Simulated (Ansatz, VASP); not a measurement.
# Sc2Cu3: VASP beside Ansatz

```xyz
5
Lattice="4.4622 0.0000 0.0000 -2.2311 3.8643 0.0000 0.0000 0.0000 5.4474" Properties=species:S:1:pos:R:3 pbc="T T T"
Sc    0.0000    2.5762    1.0821
Sc    2.2311    1.2881    4.3653
Cu    0.0000    0.0000    0.0000
Cu    0.0000    2.5762    3.8109
Cu    2.2311    1.2881    1.6365
```

Change from the starting cell: species swapped into the Ga3Pt2 type (P-3m1, No. 164).

Alike in both runs: functional PBE; k mesh 12 × 12 × 8; occupations gaussian, width 0.1 eV; no spin polarisation.

Ansatz relaxed the structure, and its values are those at the end. VASP's run is a single point on that final structure, the one shown.

|  | VASP | Ansatz |
| --- | --- | --- |
| version | VASP 6.6.1 | Ansatz 0.2.0 |
| potentials or method | VASP PAW PBE potentials, release 64 (Sc_sv, Cu), cutoff 520 eV | scalar-relativistic, plane waves, PAW |
| valence electrons in the cell | 55 | 79 |

```tsv
	VASP	Ansatz	Ansatz less VASP
gap on the k mesh at the Fermi level (eV)	none	none	-
pressure (GPa)	0.3	0.0	-0.27
rms of the force components (eV/Å)	0.004	0.004	-0.0006
```

A gap of «none» marks a metal or a gap that the smearing closes. With one functional, cell and mesh, what is left measures potentials, basis and numerics. VASP's potentials hold 55 valence electrons a cell and Ansatz's 79, so a difference there can come from the potentials and not from the codes.
